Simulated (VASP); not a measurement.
# Co (Fm-3m) in VASP: further runs

Runs on Co. Level: PBE. Tasks: single point.

All numbers are computed with VASP 6.6.1; they aren't measurements. Logs are shortened: lines on timing, memory, paths and dates and some standing lists are left out, and cuts for length are marked.

## 1. The cell of the first run

It takes space group Fm-3m (No. 225, cubic). The conventional cell has a = 3.599 Å, b = 3.599 Å, c = 3.599 Å, α = 90.00°, β = 90.00°, γ = 90.00°. Within 3.4 Å of Co (site symmetry m-3m) lie 12 Co at 2.54 Å.

This isn't the form of Co at room conditions, which is hcp.

## 2. Single point, PBE

File INCAR:

```
SYSTEM = Co
ALGO = Normal
EDIFF = 1E-7
ENCUT = 520
GGA = PE
ISIF = 2
ISMEAR = -1
LASPH = .TRUE.
LCHARG = .TRUE.
LELF = .TRUE.
LREAL = .FALSE.
LVHAR = .TRUE.
LWAVE = .FALSE.
NBANDS = 16
NELM = 100
PREC = Accurate
SIGMA = 0.05
```

File KPOINTS:

```
k-points
0
G
  12 12 6
  0 0 0
```

File POSCAR:

```
Co
1.0
    0.0000000000      1.7993500000      1.7993500000
    1.7993500000      0.0000000000      1.7993500000
    3.5987000000      3.5987000000      0.0000000000
Co
2
Direct
    0.0000000000      0.0000000000      0.0000000000
    0.0000000000      0.0000000000      0.5000000000
```

Potentials or basis: VASP PAW PBE potentials, release 64 (Co).

On the command line:

```
> cat potpaw_PBE.64/Co/POTCAR > POTCAR
> mpirun -np 1 vasp_std > vasp.out
```

OUTCAR:

```text
SYSTEM = Co
   EDIFF = 1E-7
   ENCUT = 520
   GGA = PE
   ISIF = 2
   ISMEAR = -1
   LASPH = .TRUE.
   LREAL = .FALSE.
   NELM = 100
   PREC = Accurate

 ion  position               nearest neighbor table
   1  0.000  0.000  0.000-   2 2.54   2 2.54   2 2.54   2 2.54   2 2.54   2 2.54
   2  0.000  0.000  0.500-   1 2.54   1 2.54   1 2.54   1 2.54   1 2.54   1 2.54

  LATTYP: Found a trigonal (rhomboedric) cell.
 ALAT       =     4.4074893687
 COS(alpha) =     0.8333333333

  Lattice vectors:

 A1 = (   3.5987000000,   1.7993500000,  -1.7993500000)
 A2 = (   1.7993500000,   1.7993500000,  -3.5987000000)
 A3 = (   1.7993500000,   3.5987000000,  -1.7993500000)

Analysis of symmetry for initial positions (statically):
=====================================================================
 Subroutine PRICEL returns following result:

  LATTYP: Found a face centered cubic cell.
 ALAT       =     3.5987000000

  Lattice vectors:

 A1 = (   0.0000000000,   1.7993500000,   1.7993500000)
 A2 = (   1.7993500000,   0.0000000000,   1.7993500000)
 A3 = (   1.7993500000,   1.7993500000,   0.0000000000)

   2 primitive cells build up your supercell.

 Routine SETGRP: Setting up the symmetry group for a
 trigonal (rhombohedral) supercell.

 Subroutine GETGRP returns: Found 12 space group operations
 (whereof 12 operations were pure point group operations)
 out of a pool of 12 trial point group operations.

The static configuration has the point symmetry D_3d.

Analysis of symmetry for dynamics (positions and initial velocities):
=====================================================================
 Subroutine PRICEL returns following result:

  LATTYP: Found a face centered cubic cell.
 ALAT       =     3.5987000000

  Lattice vectors:

 A1 = (   0.0000000000,   1.7993500000,   1.7993500000)
 A2 = (   1.7993500000,   0.0000000000,   1.7993500000)
 A3 = (   1.7993500000,   1.7993500000,   0.0000000000)

   2 primitive cells build up your supercell.

 Routine SETGRP: Setting up the symmetry group for a
 trigonal (rhombohedral) supercell.

 Subroutine GETGRP returns: Found 12 space group operations
 (whereof 12 operations were pure point group operations)
 out of a pool of 12 trial point group operations.

The dynamic configuration has the point symmetry D_3d.

 Subroutine INISYM returns: Found 12 space group operations
 (whereof 12 operations are pure point group operations),
 and found     2 'primitive' translations

----------------------------------------------------------------------------------------

                                     Primitive cell

  volume of cell :      11.6514

  direct lattice vectors                    reciprocal lattice vectors
     0.000000000  1.799350000  1.799350000    -0.277878123  0.277878123  0.277878123
     1.799350000  0.000000000  1.799350000     0.277878123 -0.277878123  0.277878123
     1.799350000  1.799350000  0.000000000     0.277878123  0.277878123 -0.277878123

  length of vectors
     2.544665173  2.544665173  2.544665173     0.481299027  0.481299027  0.481299027

  position of ions in fractional coordinates (direct lattice)
     0.000000000  0.000000000  0.000000000

  ion indices of the primitive-cell ions
   primitive index   ion index
                 1           1

----------------------------------------------------------------------------------------

 KPOINTS: k-points

Automatic generation of k-mesh.
 Grid dimensions read from file:
 generate k-points for:   12   12    6

 Generating k-lattice:

  Cartesian coordinates                     Fractional coordinates (reciprocal lattice)
    -0.023156510  0.023156510  0.023156510     0.083333333  0.000000000  0.000000000
     0.023156510 -0.023156510  0.023156510     0.000000000  0.083333333  0.000000000
     0.023156510  0.023156510 -0.023156510     0.000000000  0.000000000  0.166666667

  Length of vectors
     0.040108252  0.040108252  0.040108252

  Shift w.r.t. Gamma in fractional coordinates (k-lattice)
     0.000000000  0.000000000  0.000000000

 -----------------------------------------------------------------------------
|                                                                             |
|           W    W    AA    RRRRR   N    N  II  N    N   GGGG   !!!           |
|           W    W   A  A   R    R  NN   N  II  NN   N  G    G  !!!           |
|           W    W  A    A  R    R  N N  N  II  N N  N  G       !!!           |
|           W WW W  AAAAAA  RRRRR   N  N N  II  N  N N  G  GGG   !            |
|           WW  WW  A    A  R   R   N   NN  II  N   NN  G    G                |
|           W    W  A    A  R    R  N    N  II  N    N   GGGG   !!!           |
|                                                                             |
|     Your reciprocal lattice and k-lattice belong to different lattice       |
|     classes:                                                                |
|                                                                             |
|        The reciprocal lattice is rhombohedral (trigonal),                   |
|        whereas your k-lattice is body-centered cubic.                       |
|                                                                             |
|     Results are often still useful ...                                      |
|                                                                             |
 -----------------------------------------------------------------------------

 Subroutine IBZKPT returns following result:
 ===========================================

 Found     98 irreducible k-points:

 Following reciprocal coordinates:
            Coordinates               Weight
  0.000000  0.000000  0.000000      1.000000
  0.083333  0.000000  0.000000      6.000000
  0.166667  0.000000  0.000000      6.000000
  0.250000  0.000000  0.000000      6.000000
  0.333333  0.000000  0.000000      6.000000
  0.416667  0.000000  0.000000      6.000000
[... 16 lines left out ...]
  0.500000  0.166667  0.000000     12.000000
 -0.416667  0.166667  0.000000     12.000000
 [... further k-points ...]
   k-points           NKPTS =     98   k-points in BZ     NKDIM =     98   number of bands    NBANDS=     16
   number of dos      NEDOS =    301   number of ions     NIONS =      2
   total plane-waves  NPLWV =  16000
   dimension x,y,z NGX =    20 NGY =   20 NGZ =   40
   dimension x,y,z NGXF=    40 NGYF=   40 NGZF=   80
   ions per type =               2
   NGX,Y,Z   is equivalent  to a cutoff of  13.07, 13.07, 13.07 a.u.
   NGXF,Y,Z  is equivalent  to a cutoff of  26.13, 26.13, 26.13 a.u.
 SYSTEM =  Co
   PREC   = accura    normal or accurate (medium, high low for compatibility)
   ISTART =      0    job   : 0-new  1-cont  2-samecut
   ICHARG =      2    charge: 1-file 2-atom 10-const
   ISPIN  =      1    spin polarized calculation?
   LNONCOLLINEAR =      F non collinear calculations
   LSORBIT =      F    spin-orbit coupling
   LASPH  =      T    aspherical Exc in radial PAW
   ENCUT  =  520.0 eV  38.22 Ry    6.18 a.u.   4.73  4.73  9.46*2*pi/ulx,y,z
   NELM   =    100;   NELMIN=  2; NELMDL= -5     # of ELM steps
   EDIFF  = 0.1E-06   stopping-criterion for ELM
   LREAL  =      F    real-space projection
   EDIFFG = 0.1E-05   stopping-criterion for IOM
   NSW    =      0    number of steps for IOM
   IBRION =     -1    ionic relax: 0-MD 1-quasi-New 2-CG
   NFREE  =      0    steps in history (QN), initial steepest desc. (CG)
   ISIF   =      2    stress and relaxation
   ISYM   =      2    0-nonsym 1-usesym 2-fastsym
   POTIM  = 0.5000    time-step for ionic-motion
   TEBEG  =    0.0;   TEEND  =   0.0 temperature during run
   PSTRESS=    0.0 pullay stress
   NELECT =      18.0000    total number of electrons
   NUPDOWN=      -1.0000    fix difference up-down
   EMIN   =  10.00;   EMAX   =-10.00  energy-range for DOS
   EFERMI =   0.00;   METHOD = LEGACY
   ISMEAR =    -1;   SIGMA  =   0.05  broadening in eV -4-tet -1-fermi 0-gaus
   EFERMI_NEDOS =   21; number of points for ismear=-14 and -15
   IALGO  =     38    algorithm
   IMIX   =      4    mixing-type and parameters
     AMIX     =   0.40;   BMIX     =  1.00
     AMIX_MAG =   1.60;   BMIX_MAG =  1.00
  volume/ion in A,a.u.               =      11.65        78.63
  Fermi-wavevector in a.u.,A,eV,Ry     =   1.502093  2.838543 30.698580  2.256282
  Thomas-Fermi vector in A             =   2.613378
   LORBIT       =      0    0 simple, 1 ext, 2 COOP (PROOUT), +10 PAW based schemes
   GGA     = PE    functional components
   LHFCALC =     F    Hartree Fock is set to
   AEXX    =    0.0000 exact exchange contribution
   IVDW    =     0    specifies the selected vdW correction
   LEPSILON=     F    determine dielectric tensor
   LRPA    =     F    only Hartree local field effects (RPA)
 non-spin polarized calculation
  energy-cutoff  :      520.00
  volume of cell :       23.30
 maximum number of plane-waves:       663
   NGX =  9   NGY =  9   NGZ = 19

 number of electron      18.0000010 magnetization

 Free energy of the ion-electron system (eV)
  ---------------------------------------------------
  ext. energy  EPLUGINS =         0.00000000
  ---------------------------------------------------
  free energy    TOTEN  =       -13.47291003 eV

  energy without entropy =      -13.43299763  energy(sigma->0) =      -13.45295383

 E-fermi :   9.0570     XC(G=0): -13.0074

 val. band max:        9.0470625572   @ k =   0.3333   0.0833   0.0000
 cond. band min:       9.0621730876   @ k =   0.3333   0.0000   0.3333
 fundamental gap:      0.0151105304
 Fermi energy:         9.0569500093

 k-point     1 :       0.0000    0.0000    0.0000
  band No.  band energies     occupation
      1       0.7695      2.00000
      2       4.9018      2.00000
      3       7.4122      2.00000
      4       7.4122      2.00000
      5       7.4613      2.00000
      6       7.4613      2.00000
[... 8 lines left out ...]
     15      31.6201      0.00000
     16      33.1313      0.00000
[... 419 lines left out ...]
 k-point    24 :      -0.4167    0.1667    0.0000
  band No.  band energies     occupation
      1       5.4642      2.00000
      2       5.4651      2.00000
      3       5.9205      2.00000
      4       6.9264      2.00000
      5       7.5549      2.00000
      6       7.7942      2.00000
[... 8 lines left out ...]
     15      19.9510      0.00000
     16      23.1977      0.00000

 [... further k-points ...]

------------------------ aborting loop because EDIFF is reached ----------------------------------------

  FORCE on cell =-STRESS in cart. coord.  units (eV):
  Direction    XX          YY          ZZ          XY          YZ          ZX
  --------------------------------------------------------------------------------------
  -------------------------------------------------------------------------------------
  Total       -3.4180321     -3.4180321     -3.4180321      0.0000012     -0.0000012     -0.0000012
  in kB     -235.0064495   -235.0064495   -235.0064495      0.0000830     -0.0000830     -0.0000830
  external PRESSURE =    -235.0064495 kB  Pullay stress =       0.0000000 kB

 VOLUME and BASIS-vectors are now :
 -----------------------------------------------------------------------------
  energy-cutoff  :      520.00
  volume of cell :       23.30
      direct lattice vectors                 reciprocal lattice vectors
     0.000000000  1.799350000  1.799350000    -0.277878123  0.277878123  0.277878123
     1.799350000  0.000000000  1.799350000     0.277878123 -0.277878123  0.277878123
     3.598700000  3.598700000  0.000000000     0.138939061  0.138939061 -0.138939061

 POSITION                                       TOTAL-FORCE (eV/Angst)
 -----------------------------------------------------------------------------------
      0.00000      0.00000      0.00000        -0.000000     -0.000000     -0.000000
      1.79935      1.79935      0.00000         0.000000      0.000000      0.000000
 -----------------------------------------------------------------------------------
    total drift:                               -0.000000     -0.000000      0.000000

  FREE ENERGIE OF THE ION-ELECTRON SYSTEM (eV)
  ---------------------------------------------------
  free  energy   TOTEN  =       -13.4729100326 eV

  energy  without entropy=      -13.4329976314  energy(sigma->0) =      -13.45295383
```

Run time: 19 s. Hardware: 1 thread of Intel Xeon 6975P-C (Granite Rapids), shared host; peak memory 0.16 GiB.

Results:

```yaml
Free_energy: -13.4729 eV
Pressure: -23.5 GPa
Band_gap_on_the_k_mesh: zero (bands 9 and 10 overlap by 0.96 eV)
```

Caveat: the cell stands under tension; the run has no spin polarisation, though such a crystal can be magnetic.

## 3. Single point, PBE, collinear spin, ferromagnetic start

File INCAR:

```
SYSTEM = Co
  PREC = Accurate
  ENCUT = 520
  EDIFF = 1E-6
  ISMEAR = -1
  SIGMA = 0.05
  LREAL = .False.
  LASPH = .True.
  NELM = 150
  ALGO = Normal
  ISIF = 2
  LWAVE = .False.
  LCHARG = .False.
  ISPIN = 2
  MAGMOM = 3 3
  LORBIT = 11
  LMAXMIX = 4
  GGA = PE
  NBANDS = 20
```

File KPOINTS:

```
regular mesh
0
Gamma
  12 12 6
  0 0 0
```

POSCAR is that of step 2.

Potentials or basis: VASP PAW PBE potentials, release 64 (Co).

On the command line:

```
> cat potpaw_PBE.64/Co/POTCAR > POTCAR
> mpirun -np 1 vasp_std > vasp.out
```

OUTCAR:

```text
SYSTEM = Co
   PREC = Accurate
   ENCUT = 520
   EDIFF = 1E-6
   ISMEAR = -1
   LREAL = .False.
   LASPH = .True.
   NELM = 150
   ISIF = 2
   ISPIN = 2
   LORBIT = 11
   GGA = PE

 ion  position               nearest neighbor table
   1  0.000  0.000  0.000-   2 2.54   2 2.54   2 2.54   2 2.54   2 2.54   2 2.54
   2  0.000  0.000  0.500-   1 2.54   1 2.54   1 2.54   1 2.54   1 2.54   1 2.54

  LATTYP: Found a trigonal (rhomboedric) cell.
 ALAT       =     4.4074893687
 COS(alpha) =     0.8333333333

  Lattice vectors:

 A1 = (   3.5987000000,   1.7993500000,  -1.7993500000)
 A2 = (   1.7993500000,   1.7993500000,  -3.5987000000)
 A3 = (   1.7993500000,   3.5987000000,  -1.7993500000)

Analysis of symmetry for initial positions (statically):
=====================================================================
 Subroutine PRICEL returns following result:

  LATTYP: Found a face centered cubic cell.
 ALAT       =     3.5987000000
[... 12 lines left out ...]
 Subroutine GETGRP returns: Found 12 space group operations
 (whereof 12 operations were pure point group operations)
 out of a pool of 12 trial point group operations.

The static configuration has the point symmetry D_3d.

Analysis of symmetry for dynamics (positions and initial velocities):
=====================================================================
 Subroutine PRICEL returns following result:

  LATTYP: Found a face centered cubic cell.
 ALAT       =     3.5987000000
[... 12 lines left out ...]
 Subroutine GETGRP returns: Found 12 space group operations
 (whereof 12 operations were pure point group operations)
 out of a pool of 12 trial point group operations.

The dynamic configuration has the point symmetry D_3d.

Analysis of structural, dynamic, and magnetic symmetry:
=====================================================================
 Subroutine PRICEL returns following result:

  LATTYP: Found a face centered cubic cell.
 ALAT       =     3.5987000000
[... 12 lines left out ...]
 Subroutine GETGRP returns: Found 12 space group operations
[... 162 lines left out ...]
  ---------------------------------------------------
  free energy    TOTEN  =       -13.98931371 eV

  energy without entropy =      -13.96991731  energy(sigma->0) =      -13.97961551

 E-fermi :   9.3959     XC(G=0): -12.9914

 val. band max:        9.3458735678   @ k =   0.5000   0.2500   0.0000
 cond. band min:       9.4187339133   @ k =  -0.2500   0.3333   0.1667
 fundamental gap:      0.0728603455
 Fermi energy:         9.3958730102

 spin component 1

 k-point     1 :       0.0000    0.0000    0.0000
  band No.  band energies     occupation
      1       0.7763      1.00000
      2       4.4737      1.00000
      3       6.5945      1.00000
      4       6.5945      1.00000
      5       6.7400      1.00000
      6       6.7400      1.00000
[... 541 lines left out ...]
     19      31.0645      0.00000
     20      31.4738      0.00000

 [... further k-points ...]

 spin component 2

 k-point     1 :       0.0000    0.0000    0.0000
  band No.  band energies     occupation
      1       0.7839      1.00000
      2       5.4154      1.00000
      3       8.3664      1.00000
      4       8.3664      1.00000
      5       8.3664      1.00000
      6       8.3875      1.00000
[... 541 lines left out ...]
     19      31.1233      0.00000
     20      31.7060      0.00000

 [... further k-points ...]

------------------------ aborting loop because EDIFF is reached ----------------------------------------

  FORCE on cell =-STRESS in cart. coord.  units (eV):
  Direction    XX          YY          ZZ          XY          YZ          ZX
  --------------------------------------------------------------------------------------
  -------------------------------------------------------------------------------------
  Total       -1.6989098     -1.6989098     -1.6989098     -0.0000027      0.0000027      0.0000027
  in kB     -116.8083694   -116.8083694   -116.8083694     -0.0001830      0.0001830      0.0001830
  external PRESSURE =    -116.8083694 kB  Pullay stress =       0.0000000 kB

 VOLUME and BASIS-vectors are now :
 -----------------------------------------------------------------------------
  energy-cutoff  :      520.00
  volume of cell :       23.30
      direct lattice vectors                 reciprocal lattice vectors
     0.000000000  1.799350000  1.799350000    -0.277878123  0.277878123  0.277878123
     1.799350000  0.000000000  1.799350000     0.277878123 -0.277878123  0.277878123
     3.598700000  3.598700000  0.000000000     0.138939061  0.138939061 -0.138939061

 POSITION                                       TOTAL-FORCE (eV/Angst)
 -----------------------------------------------------------------------------------
      0.00000      0.00000      0.00000         0.000000      0.000000     -0.000000
      1.79935      1.79935      0.00000        -0.000000     -0.000000      0.000000
 -----------------------------------------------------------------------------------
    total drift:                               -0.000000     -0.000000      0.000000

  FREE ENERGIE OF THE ION-ELECTRON SYSTEM (eV)
  ---------------------------------------------------
  free  energy   TOTEN  =       -13.9893137146 eV

  energy  without entropy=      -13.9699173146  energy(sigma->0) =      -13.97961551

 total charge

# of ion       s       p       d       tot
------------------------------------------
    1        0.463   0.467   7.211   8.141
    2        0.463   0.467   7.211   8.141
--------------------------------------------------
tot          0.926   0.933  14.422  16.282

 magnetization (x)

# of ion       s       p       d       tot
------------------------------------------
    1       -0.011  -0.048   1.805   1.746
    2       -0.011  -0.048   1.805   1.746
--------------------------------------------------
tot         -0.022  -0.096   3.610   3.493
```

Run time: 42 s. Hardware: 1 thread of Intel Xeon 6975P-C (Granite Rapids), shared host; peak memory 0.19 GiB.

What came out:

* Free energy: -13.9893 eV
* Pressure: -11.7 GPa
* Net moment: 3.43 μB per cell
* Site moments: Co +1.75 μB
* Valence electrons inside the program's atomic spheres: Co 8.14

Caveat: the cell stands under tension.
